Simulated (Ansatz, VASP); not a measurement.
**CaICl: VASP beside Ansatz**

```xyz
6
Lattice="8.3323 0.0000 0.0000 -2.0831 3.6080 0.0000 0.0000 0.0000 30.4478" Properties=species:S:1:pos:R:3 pbc="T T T"
Ca    4.1662    0.0000    9.2557
Ca    0.0000    0.0000    9.2557
I     0.0000    2.4053    7.2113
I     4.1662    2.4053    7.2113
Cl    0.0000    2.4053   10.7550
Cl    4.1662    2.4053   10.7550
```

Alike in both runs: task single point; functional PBE; k mesh 4 × 4 × 1; occupations gaussian, width 0.1 eV; no spin polarisation.

```csv
,VASP,Ansatz
version,VASP 6.6.1,Ansatz 0.2.0
potentials or method,"VASP PAW PBE potentials, release 64 (Ca_sv, I, Cl), cutoff 520 eV","scalar-relativistic, plane waves, PAW"
valence electrons in the cell,48,68
```

|  | VASP | Ansatz | Ansatz less VASP |
| --- | --- | --- | --- |
| gap on the k mesh at the Fermi level (eV) | 3.08 | 3.08 | 0.000 |
| least direct gap on the mesh (eV) | 3.08 | 3.08 | 0.000 |
| rms of the force components (eV/Å) | 0.007 | 0.001 | -0.0062 |

Atom by atom the forces differ by 0.007 eV/Å (rms over components). VASP's potentials hold 48 valence electrons a cell and Ansatz's 68, so a difference there can come from the potentials and not from the codes.

The k mesh is coarse, so the values compare programs but aren't converged. Spin-orbit coupling is off throughout.
